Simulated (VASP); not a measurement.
# BP (F-43m) in VASP: settings compared

BP is run at these levels: PBE, LDA; tasks: single point.

All numbers are computed with VASP 6.6.1; they aren't measurements. Logs are shortened: lines on timing, memory, paths and dates and some standing lists are left out, and cuts for length are marked.

## 1. The cell of the first run

The structure is cubic, space group F-43m (No. 216). Conventional cell: a = 4.537 Å, b = 4.537 Å, c = 4.537 Å, α = 90.00°, β = 90.00°, γ = 90.00°. Within 2.6 Å of B (site symmetry -43m) lie 4 P at 1.96 Å. P (site symmetry -43m) has 4 B at 1.96 Å within 2.6 Å.

## 2. Single point, PBE

INCAR

```
SYSTEM = BP
  PREC = Accurate
  ENCUT = 520
  EDIFF = 1E-6
  ISMEAR = 0
  SIGMA = 0.01
  LREAL = .FALSE.
  LASPH = .TRUE.
  NELM = 100
  ALGO = Normal
  ISIF = 2
  LWAVE = .FALSE.
  LCHARG = .FALSE.
  GGA = PE
  NBANDS = 11
```

KPOINTS

```
regular mesh
0
G
  6 6 6
  0 0 0
```

POSCAR

```
BP
1.0
    0.0000000000      2.2683154755      2.2683154755
    2.2683154755      0.0000000000      2.2683154755
    2.2683154755      2.2683154755      0.0000000000
B P
1 1
Direct
    0.0000000000      0.0000000000      0.0000000000
    0.2500000000      0.2500000000      0.2500000000
```

Potentials or basis: VASP PAW PBE potentials, release 64 (B, P).

The run is started by

```bash
> cat potpaw_PBE.64/B/POTCAR potpaw_PBE.64/P/POTCAR > POTCAR
> mpirun -np 1 vasp_std > vasp.out
```

OUTCAR:

```text
SYSTEM = BP
   PREC = Accurate
   ENCUT = 520
   EDIFF = 1E-6
   ISMEAR = 0
   LREAL = .FALSE.
   LASPH = .TRUE.
   NELM = 100
   ISIF = 2
   GGA = PE

 ion  position               nearest neighbor table
   1  0.000  0.000  0.000-   2 1.96   2 1.96   2 1.96   2 1.96
   2  0.250  0.250  0.250-   1 1.96   1 1.96   1 1.96   1 1.96

  LATTYP: Found a face centered cubic cell.
 ALAT       =     4.5366309510

  Lattice vectors:

 A1 = (   0.0000000000,   2.2683154755,   2.2683154755)
 A2 = (   2.2683154755,   0.0000000000,   2.2683154755)
 A3 = (   2.2683154755,   2.2683154755,   0.0000000000)

Analysis of symmetry for initial positions (statically):
=====================================================================
 Subroutine PRICEL returns:
 Original cell was already a primitive cell.

 Routine SETGRP: Setting up the symmetry group for a
 face centered cubic supercell.

 Subroutine GETGRP returns: Found 24 space group operations
 (whereof 24 operations were pure point group operations)
 out of a pool of 48 trial point group operations.

The static configuration has the point symmetry T_d .

Analysis of symmetry for dynamics (positions and initial velocities):
=====================================================================
 Subroutine PRICEL returns:
 Original cell was already a primitive cell.

 Routine SETGRP: Setting up the symmetry group for a
 face centered cubic supercell.

 Subroutine GETGRP returns: Found 24 space group operations
 (whereof 24 operations were pure point group operations)
 out of a pool of 48 trial point group operations.

The dynamic configuration has the point symmetry T_d .

 Subroutine INISYM returns: Found 24 space group operations
 (whereof 24 operations are pure point group operations),
 and found     1 'primitive' translations

----------------------------------------------------------------------------------------

                                     Primitive cell

  volume of cell :      23.3421

  direct lattice vectors                    reciprocal lattice vectors
     0.000000000  2.268315476  2.268315476    -0.220427893  0.220427893  0.220427893
     2.268315476  0.000000000  2.268315476     0.220427893 -0.220427893  0.220427893
     2.268315476  2.268315476  0.000000000     0.220427893  0.220427893 -0.220427893

  length of vectors
     3.207882509  3.207882509  3.207882509     0.381792309  0.381792309  0.381792309

  position of ions in fractional coordinates (direct lattice)
     0.000000000  0.000000000  0.000000000
[... 76 lines left out ...]
   ISYM   =      2    0-nonsym 1-usesym 2-fastsym
   POTIM  = 0.5000    time-step for ionic-motion
   TEBEG  =    0.0;   TEEND  =   0.0 temperature during run
   PSTRESS=    0.0 pullay stress
   NELECT =       8.0000    total number of electrons
   NUPDOWN=      -1.0000    fix difference up-down
   EMIN   =  10.00;   EMAX   =-10.00  energy-range for DOS
   EFERMI =   0.00;   METHOD = LEGACY
   ISMEAR =     0;   SIGMA  =   0.01  broadening in eV -4-tet -1-fermi 0-gaus
   EFERMI_NEDOS =   21; number of points for ismear=-14 and -15
   IALGO  =     38    algorithm
   IMIX   =      4    mixing-type and parameters
     AMIX     =   0.40;   BMIX     =  1.00
     AMIX_MAG =   1.60;   BMIX_MAG =  1.00
  volume/ion in A,a.u.               =      11.67        78.76
  Fermi-wavevector in a.u.,A,eV,Ry     =   1.145666  2.164995 17.858336  1.312551
  Thomas-Fermi vector in A             =   2.282354
   LORBIT       =      0    0 simple, 1 ext, 2 COOP (PROOUT), +10 PAW based schemes
   GGA     = PE    functional components
   LHFCALC =     F    Hartree Fock is set to
   AEXX    =    0.0000 exact exchange contribution
   IVDW    =     0    specifies the selected vdW correction
   LEPSILON=     F    determine dielectric tensor
   LRPA    =     F    only Hartree local field effects (RPA)
 non-spin polarized calculation
 Gauss-broadening in eV      SIGMA  =   0.01
  energy-cutoff  :      520.00
  volume of cell :       23.34
 maximum number of plane-waves:       636
   NGX = 11   NGY = 11   NGZ = 11

 number of electron       8.0000000 magnetization

 Free energy of the ion-electron system (eV)
  ---------------------------------------------------
  ext. energy  EPLUGINS =         0.00000000
  ---------------------------------------------------
  free energy    TOTEN  =       -12.91318159 eV

  energy without entropy =      -12.91318159  energy(sigma->0) =      -12.91318159

 E-fermi :   7.5761     XC(G=0): -10.9082

 val. band max:        7.4497439373   @ k =   0.0000   0.0000   0.0000
 cond. band min:       8.7769186724   @ k =   0.5000   0.5000   0.0000
 fundamental gap:      1.3271747351
 Fermi energy:         7.5761164258

 k-point     1 :       0.0000    0.0000    0.0000
  band No.  band energies     occupation
      1      -8.0209      2.00000
      2       7.4497      2.00000
      3       7.4497      2.00000
      4       7.4497      2.00000
      5      10.8490      0.00000
      6      10.8490      0.00000
      7      10.8490      0.00000
      8      14.8380      0.00000
      9      18.9669      0.00000
     10      19.5771      0.00000
     11      19.5771      0.00000
[... 197 lines left out ...]
 k-point    16 :      -0.3333    0.5000    0.1667
  band No.  band energies     occupation
      1      -2.9614      2.00000
      2      -0.7793      2.00000
      3       2.1427      2.00000
      4       2.2663      2.00000
      5      11.2802      0.00000
      6      11.8993      0.00000
      7      16.5808      0.00000
      8      17.2357      0.00000
      9      20.3986      0.00000
     10      23.6540      0.00000
     11      23.9374      0.00000

------------------------ aborting loop because EDIFF is reached ----------------------------------------

  FORCE on cell =-STRESS in cart. coord.  units (eV):
  Direction    XX          YY          ZZ          XY          YZ          ZX
  --------------------------------------------------------------------------------------
  -------------------------------------------------------------------------------------
  Total        0.1716837      0.1716837      0.1716837      0.0000000     -0.0000000     -0.0000000
  in kB       11.7841763     11.7841763     11.7841763      0.0000000     -0.0000000     -0.0000000
  external PRESSURE =      11.7841763 kB  Pullay stress =       0.0000000 kB

 VOLUME and BASIS-vectors are now :
 -----------------------------------------------------------------------------
  energy-cutoff  :      520.00
  volume of cell :       23.34
      direct lattice vectors                 reciprocal lattice vectors
     0.000000000  2.268315476  2.268315476    -0.220427893  0.220427893  0.220427893
     2.268315476  0.000000000  2.268315476     0.220427893 -0.220427893  0.220427893
     2.268315476  2.268315476  0.000000000     0.220427893  0.220427893 -0.220427893

 POSITION                                       TOTAL-FORCE (eV/Angst)
 -----------------------------------------------------------------------------------
      0.00000      0.00000      0.00000         0.000000      0.000000      0.000000
      1.13416      1.13416      1.13416        -0.000000     -0.000000     -0.000000
 -----------------------------------------------------------------------------------
    total drift:                                0.000000      0.000000      0.000000

  FREE ENERGIE OF THE ION-ELECTRON SYSTEM (eV)
  ---------------------------------------------------
  free  energy   TOTEN  =       -12.9131815928 eV

  energy  without entropy=      -12.9131815928  energy(sigma->0) =      -12.91318159
```

stdout:

```text
POSCAR found type information on POSCAR B P
 POSCAR found :  2 types and       2 ions
 scaLAPACK will be used
 LDA part: xc-table for (Slater+PW92), standard interpolation
 POSCAR, INCAR and KPOINTS ok, starting setup
 FFT: planning ... GRIDC
 FFT: planning ... GRID_SOFT
 FFT: planning ... GRID
 WAVECAR not read
 entering main loop
```

It took 6.1 s on 1 thread of Intel Xeon Platinum 8259CL at 2.50GHz (Skylake/Cascade Lake), shared host; peak memory 0.13 GiB.

Results:

```yaml
Free_energy: -12.9132 eV
Pressure: 1.2 GPa
Band_gap_on_the_k_mesh: 1.33 eV, indirect (least direct gap 3.40 eV)
```

## 3. Single point, PBE

INCAR

```
ALGO = Normal ; EDIFF = 1E-6
ENCUT = 520 ; GGA = PE
ISIF = 2 ; ISMEAR = 0
LASPH = True ; LCHARG = False
LREAL = False ; LWAVE = False
NBANDS = 11 ; NELM = 60
PREC = Accurate ; SIGMA = 0.01
```

KPOINTS

```
k-points
0
Gamma
  6 6 6
```

POSCAR is that of step 2.

Potentials or basis: VASP PAW PBE potentials, release 64 (B, P).

The run is started by

```bash
> cat potpaw_PBE.64/B/POTCAR potpaw_PBE.64/P/POTCAR > POTCAR
> mpirun -np 1 vasp_std > vasp.out
```

OUTCAR:

```text
EDIFF = 1E-6
   ENCUT = 520
   GGA = PE
   ISIF = 2
   ISMEAR = 0
   LASPH = True
   LREAL = False
   NELM = 60
   PREC = Accurate

 ion  position               nearest neighbor table
   1  0.000  0.000  0.000-   2 1.96   2 1.96   2 1.96   2 1.96
   2  0.250  0.250  0.250-   1 1.96   1 1.96   1 1.96   1 1.96

  LATTYP: Found a face centered cubic cell.
 ALAT       =     4.5366309510

  Lattice vectors:

 A1 = (   0.0000000000,   2.2683154755,   2.2683154755)
 A2 = (   2.2683154755,   0.0000000000,   2.2683154755)
 A3 = (   2.2683154755,   2.2683154755,   0.0000000000)

Analysis of symmetry for initial positions (statically):
=====================================================================
 Subroutine PRICEL returns:
 Original cell was already a primitive cell.

 Routine SETGRP: Setting up the symmetry group for a
 face centered cubic supercell.

 Subroutine GETGRP returns: Found 24 space group operations
 (whereof 24 operations were pure point group operations)
 out of a pool of 48 trial point group operations.

The static configuration has the point symmetry T_d .

[... 160 lines left out ...]
      1      -8.0209      2.00000
      2       7.4497      2.00000
      3       7.4497      2.00000
      4       7.4497      2.00000
      5      10.8490      0.00000
      6      10.8490      0.00000
      7      10.8490      0.00000
      8      14.8380      0.00000
      9      18.9669      0.00000
     10      19.5771      0.00000
     11      19.5771      0.00000
[... 197 lines left out ...]
 k-point    16 :      -0.3333    0.5000    0.1667
  band No.  band energies     occupation
      1      -2.9614      2.00000
      2      -0.7793      2.00000
      3       2.1427      2.00000
      4       2.2663      2.00000
      5      11.2802      0.00000
      6      11.8993      0.00000
      7      16.5808      0.00000
      8      17.2357      0.00000
      9      20.3986      0.00000
     10      23.6540      0.00000
     11      23.9374      0.00000

------------------------ aborting loop because EDIFF is reached ----------------------------------------

  FORCE on cell =-STRESS in cart. coord.  units (eV):
  Direction    XX          YY          ZZ          XY          YZ          ZX
  --------------------------------------------------------------------------------------
  -------------------------------------------------------------------------------------
  Total        0.1716837      0.1716837      0.1716837      0.0000000     -0.0000000     -0.0000000
  in kB       11.7841763     11.7841763     11.7841763      0.0000000     -0.0000000     -0.0000000
  external PRESSURE =      11.7841763 kB  Pullay stress =       0.0000000 kB

 VOLUME and BASIS-vectors are now :
 -----------------------------------------------------------------------------
  energy-cutoff  :      520.00
  volume of cell :       23.34
      direct lattice vectors                 reciprocal lattice vectors
     0.000000000  2.268315476  2.268315476    -0.220427893  0.220427893  0.220427893
     2.268315476  0.000000000  2.268315476     0.220427893 -0.220427893  0.220427893
     2.268315476  2.268315476  0.000000000     0.220427893  0.220427893 -0.220427893

 POSITION                                       TOTAL-FORCE (eV/Angst)
 -----------------------------------------------------------------------------------
      0.00000      0.00000      0.00000         0.000000      0.000000      0.000000
      1.13416      1.13416      1.13416        -0.000000     -0.000000     -0.000000
 -----------------------------------------------------------------------------------
    total drift:                                0.000000      0.000000      0.000000

  FREE ENERGIE OF THE ION-ELECTRON SYSTEM (eV)
  ---------------------------------------------------
  free  energy   TOTEN  =       -12.9131815928 eV

  energy  without entropy=      -12.9131815928  energy(sigma->0) =      -12.91318159
```

stdout:

```text
POSCAR found type information on POSCAR B P
 POSCAR found :  2 types and       2 ions
 scaLAPACK will be used
 LDA part: xc-table for (Slater+PW92), standard interpolation
 POSCAR, INCAR and KPOINTS ok, starting setup
 FFT: planning ... GRIDC
 FFT: planning ... GRID_SOFT
 FFT: planning ... GRID
 WAVECAR not read
 entering main loop
```

It took 5.9 s on 1 thread of Intel Xeon Platinum 8259CL at 2.50GHz (Skylake/Cascade Lake), shared host; peak memory 0.13 GiB.

Results:

| Property | Result |
| --- | --- |
| Free energy | -12.9132 eV |
| Pressure | 1.2 GPa |
| Band gap on the k mesh | 1.33 eV, indirect (least direct gap 3.40 eV) |

## 4. Single point, LDA

INCAR

```
ALGO = Normal ; EDIFF = 1E-6
ENCUT = 520 ; ISIF = 2
ISMEAR = 0 ; LASPH = True
LCHARG = False ; LREAL = False
LWAVE = False ; NBANDS = 11
NELM = 100 ; PREC = Accurate
SIGMA = 0.01
```

KPOINTS is that of step 3.

POSCAR is that of step 3.

Potentials or basis: VASP PAW LDA potentials, release 64 (B, P).

The run is started by

```bash
> cat potpaw_LDA.64/B/POTCAR potpaw_LDA.64/P/POTCAR > POTCAR
> mpirun -np 1 vasp_std > vasp.out
```

Wall time 8 s (1 thread of Intel Xeon Platinum 8259CL at 2.50GHz (Skylake/Cascade Lake), shared host); peak memory 0.12 GiB.

It converged, with:

| Quantity | Value |
| --- | --- |
| Free energy | -14.3704 eV |
| Pressure | -5.1 GPa |
| Band gap on the k mesh | 1.29 eV, indirect (least direct gap 3.38 eV) |

Levels at points of the mesh, in eV from the valence-band top:
```csv
k point,band 1,band 2,band 3,band 4,band 5,band 6,band 7,band 8,band 9
"(0.00, 0.00, 0.00)",-15.40,0.00,0.00,0.00,3.38,3.38,3.38,7.38,11.26
"(0.50, 0.00, 0.00)",-12.07,-9.02,-1.75,-1.75,3.78,4.68,4.68,9.92,14.55
"(0.50, 0.50, 0.00)",-10.56,-8.49,-4.11,-4.11,1.29,1.55,12.01,12.01,14.98
```

## 5. Single point, PBE

INCAR

```
SYSTEM = BP
ALGO     = Normal         ! electronic algorithm
EDIFF    = 1E-7           ! SCF threshold, eV
ENCUT    = 520            ! plane-wave cutoff, eV
GGA      = PE             ! functional
ISIF     = 2              ! what is computed and relaxed
ISMEAR   = 0              ! smearing method
LASPH    = .TRUE.         ! aspherical terms in the spheres
LCHARG   = .TRUE.         ! write CHGCAR
LELF     = .TRUE.         ! ELF
LREAL    = .FALSE.        ! projectors in reciprocal space
LVHAR    = .TRUE.       
LWAVE    = .FALSE.        ! write WAVECAR
NBANDS   = 11             ! bands
NELM     = 80             ! most SCF steps
PREC     = Accurate       ! precision mode
SIGMA    = 0.01           ! smearing width, eV
```

KPOINTS

```
k-points
0
G
  8 8 8
  0 0 0
```

POSCAR is that of step 4.

Potentials or basis: VASP PAW PBE potentials, release 64 (B, P).

The run is started by

```bash
> cat potpaw_PBE.64/B/POTCAR potpaw_PBE.64/P/POTCAR > POTCAR
> mpirun -np 1 vasp_std > vasp.out
```

Wall time 15 s (1 thread of Intel Xeon Platinum 8259CL at 2.50GHz (Skylake/Cascade Lake), shared host); peak memory 0.13 GiB.

Results (log left out):

| Item | Value |
| --- | --- |
| Free energy | -12.9285 eV |
| Pressure | 1.1 GPa |
| Band gap on the k mesh | 1.27 eV, indirect (least direct gap 3.40 eV) |

Levels at points of the mesh, in eV from the valence-band top:
```csv
k point,band 2,band 3,band 4,band 5,band 6,band 7
"(0.00, 0.00, 0.00)",0.00,0.00,0.00,3.40,3.40,3.40
"(0.50, 0.00, 0.00)",-9.04,-1.76,-1.76,3.79,4.71,4.71
"(0.50, 0.50, 0.00)",-8.59,-4.12,-4.12,1.33,1.66,12.13
```

## 6. The runs side by side

| level | potentials or basis | k mesh | gap on the mesh (eV) | pressure (GPa) |
| --- | --- | --- | --- | --- |
| PBE | VASP PAW PBE potentials, release 64 (B, P) | 6 × 6 × 6 | 1.33 | 1.2 |
| LDA | VASP PAW LDA potentials, release 64 (B, P) | 6 × 6 × 6 | 1.29 | -5.1 |
| PBE | VASP PAW PBE potentials, release 64 (B, P) | 8 × 8 × 8 | 1.27 | 1.1 |

Alike in all rows: task single point; no spin polarisation; cell as given; cutoff (eV) 520; smearing gaussian 0.01 eV.

Absolute energies hang on the potentials; compare differences alone.
